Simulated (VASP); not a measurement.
Input of a VASP 6.6.1 run:

Contents of INCAR:

```
SYSTEM = SnSe2
PREC = Accurate
ENCUT = 520
EDIFF = 1E-6
ISMEAR = 0
SIGMA = 0.014
LREAL = .FALSE.
LASPH = .TRUE.
NELM = 60
ALGO = Normal
ISIF = 2
LWAVE = .FALSE.
LCHARG = .FALSE.
GGA = PE
NBANDS = 20
```

The input KPOINTS:

```
Automatic mesh
0
G
  8 8 5
  0 0 0
```

The input POSCAR:

```
SnSe2
1.0
    3.8110000000      0.0000000000      0.0000000000
   -1.9055000000      3.3004228138      0.0000000000
    0.0000000000      0.0000000000      6.1360000000
Sn Se
1 2
Direct
    0.0000000000      0.0000000000      0.0000000000
    0.6666666667      0.3333333333      0.7510000000
    0.3333333333      0.6666666667      0.2490000000
```

Potentials or basis: VASP PAW PBE potentials, release 64 (Sn_d, Se).

The run is started by

```bash
$ cat potpaw_PBE.64/Sn_d/POTCAR potpaw_PBE.64/Se/POTCAR > POTCAR
$ mpirun -np 1 vasp_std > vasp.out
```

**Question.** Estimate the largest force.

**Answer.** 0.804 eV/Å.

**Question.** Estimate the pressure.

**Answer.** 5.6 GPa.

**Question.** What does it give for the band gap on the k mesh?

**Answer.** 0.81 eV, indirect (least direct gap 1.09 eV).

Stress tensor (GPa, compression positive):
```
5.13 0.00 0.00
0.00 5.13 0.00
0.00 0.00 6.63
```

Caveat: spin-orbit coupling is left out, which moves the levels of the heavy elements; this functional lacks dispersion, which binds the layers, so the pressure and a relaxed spacing across them are unreliable. A k mesh can miss the band edges.
